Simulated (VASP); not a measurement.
The system is Mg2Ge3N.

```
Mg Ge N
1.0
     5.03326    0.00000    0.00000
    -2.51663    4.35893    0.00000
     0.00000    0.00000    4.45592
Mg Ge N
2 3 1
Cartesian
  0.0000 2.9060 0.0000
  2.5166 1.4530 0.0000
  0.0000 2.9060 2.2280
  2.5166 1.4530 2.2280
  0.0000 0.0000 0.0000
  0.0000 0.0000 2.2280
```

| Item | Value |
| --- | --- |
| Program | VASP 6.6.1 |
| Task | relaxation of cell and atoms |
| Functional | PBE |
| Potentials or basis | VASP PAW PBE potentials, release 64 (Mg, Ge_d, N) |
| Cutoff | 600 eV |
| k mesh | 6 × 6 × 4 |
| Occupations | gaussian, width 0.1 eV |
| Spin | no spin polarisation |

At the start: pressure 15.5 GPa; volume 16.29 Å³/atom.

**Question.** How do energy, volume and symmetry change on relaxing?

**Answer.** Over 7 steps the energy falls by 371.4 meV/atom and the volume is 17.68 Å³/atom (+8.5 %); space group P6/mmm (No. 191, to 0.05 Å).

Step by step:
| step | energy change (eV) | largest force (eV/Å) | pressure (GPa) | volume (Å³) |
| --- | --- | --- | --- | --- |
| 1 | 0.0000 | 0.0000 | 15.50 | 97.76 |
| 2 | -1.8347 | 0.0000 | -5.86 | 120.26 |
| 3 | -1.8506 | 0.0000 | -3.64 | 115.37 |
| 4 | -1.8597 | 0.0000 | -4.63 | 117.29 |
| 5 | -2.1786 | 0.0000 | -1.85 | 109.90 |
| 6 | -2.2274 | 0.0000 | -0.19 | 106.74 |
| 7 | -2.2283 | 0.0000 | 0.26 | 106.08 |

Final structure:
```yaml
crystal:
  lattice:
    - [4.74473, 0.00000, 0.00000]
    - [-2.37236, 4.10906, 0.00000]
    - [0.00000, 0.00000, 5.44122]
  atoms:
    - { symbol: Mg, position: [0.33333, 0.66667, 0.00000] }
    - { symbol: Mg, position: [0.66667, 0.33333, 0.00000] }
    - { symbol: Ge, position: [0.33333, 0.66667, 0.50000] }
    - { symbol: Ge, position: [0.66667, 0.33333, 0.50000] }
    - { symbol: Ge, position: [0.00000, 0.00000, 0.00000] }
    - { symbol: N, position: [0.00000, 0.00000, 0.50000] }
```
